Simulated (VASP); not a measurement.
The system is Hf.

```
Hf
1.0
    -1.82875    1.82875    1.82875
     1.82875   -1.82875    1.82875
     1.82875    1.82875   -1.82875
Hf
1
Direct
  0.00000 0.00000 0.00000
```

Program: VASP 6.6.1. Alike in all runs: task single point; no spin polarisation; cell as given; cutoff (eV) 520; smearing fermi-dirac 0.05 eV.

Task: Order these runs on this cell by their pressure, lowest first.
A. level r2SCANh; potentials or basis VASP PAW PBE potentials, release 64 (Hf_pv); k mesh 5 × 5 × 5; grid for exact exchange (PRECFOCK) Normal
B. level LDA; potentials or basis VASP PAW LDA potentials, release 64 (Hf_pv); k mesh 10 × 10 × 10
C. level PBEsol; potentials or basis VASP PAW PBE potentials, release 64 (Hf_pv); k mesh 10 × 10 × 10

Result: B (-15.1 GPa), C (-12.1 GPa), A (-8.5 GPa).

Caveats: some runs use coarse meshes; the PAW data sets were made with another functional, which shifts forces and pressure a little (some runs).
